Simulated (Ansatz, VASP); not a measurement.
## C: VASP beside Ansatz

POSCAR

```
C
1.0
   -2.4291088834      2.4473272000      2.4473272000
    2.4291088834     -2.4108905668      2.4108905668
    2.4291088834      2.4108905668     -2.4108905668
C
8
Direct
    0.3254551632      0.0000000000      0.0000000000
    0.6745448368      0.6745448368      0.6745448368
    0.0000000000      0.3254551632      0.0000000000
    0.0000000000      0.0000000000      0.3254551632
    0.0000000000      0.6745448368      0.0000000000
    0.3254551632      0.3254551632      0.3254551632
    0.6745448368      0.0000000000      0.0000000000
    0.0000000000      0.0000000000      0.6745448368
```

Contents of INCAR.step1:

```
  PREC = Accurate
  ENCUT = 520
  ISMEAR = 0
  SIGMA = 0.05
  LREAL = F
  LASPH = T
  NELM = 60
  NBANDS = 26
  GGA = PE
  ALGO = Normal
  EDIFF = 1E-4
  LWAVE = T
  LCHARG = F
```

The input INCAR.step2:

```
  PREC = Accurate
  ENCUT = 520
  EDIFF = 1E-6
  ISMEAR = 0
  SIGMA = 0.05
  LREAL = F
  LASPH = T
  NELM = 60
  ALGO = Normal
  ISIF = 2
  LWAVE = F
  LCHARG = F
  METAGGA = R2SCAN
  LMIXTAU = T
  NBANDS = 26
  ISTART = 1
```

The input KPOINTS:

```
Automatic mesh
0
Gamma
  8 8 8
```

Input for Ansatz:

```yaml
crystal:
  lattice:
    - [-2.4291088834, 2.4473272, 2.4473272]
    - [2.4291088834, -2.4108905668, 2.4108905668]
    - [2.4291088834, 2.4108905668, -2.4108905668]
  atoms:
    - { symbol: C, position: [0.3254551632, 0.0, 0.0] }
    - { symbol: C, position: [0.6745448368, 0.6745448368, 0.6745448368] }
    - { symbol: C, position: [0.0, 0.3254551632, 0.0] }
    - { symbol: C, position: [0.0, 0.0, 0.3254551632] }
    - { symbol: C, position: [0.0, 0.6745448368, 0.0] }
    - { symbol: C, position: [0.3254551632, 0.3254551632, 0.3254551632] }
    - { symbol: C, position: [0.6745448368, 0.0, 0.0] }
    - { symbol: C, position: [0.0, 0.0, 0.6745448368] }
basis:
  ecutwfc: 500
kpoints:
  mp_grid: { grid: [8, 8, 8] }
hamiltonian:
  xc: r2scan
scf:
  occupations: { method: gaussian, width: 0.05 }
output:
  forces: true
  stress: true
  eigenvalues: true
```

Change from the starting cell: strain +0.0150 x Voigt [0, 0, 0, 1, 0, 0], atoms carried along.

Alike in both runs: task single point; functional r2SCAN; k mesh 8 × 8 × 8; occupations gaussian, width 0.05 eV; no spin polarisation.

```csv
,VASP,Ansatz
version,VASP 6.6.1,Ansatz 0.2.0
potentials or method,"VASP PAW PBE potentials, release 64 (C), cutoff 520 eV","scalar-relativistic, plane waves, PAW"
valence electrons in the cell,32,32
```

```tsv
	VASP	Ansatz	Ansatz less VASP
gap on the k mesh at the Fermi level (eV)	3.04	3.06	+0.014
least direct gap on the mesh (eV)	4.03	4.06	+0.037
pressure (GPa)	0.9	0.0	-0.87
traceless stress, the component that is largest in VASP (GPa)	-4.54	-4.55	-0.008
rms of the force components (eV/Å)	0.030	0.011	-0.0192
```

VASP's potentials were made for PBE, not for r2SCAN. Atom by atom the forces differ by 0.026 eV/Å (rms over components).
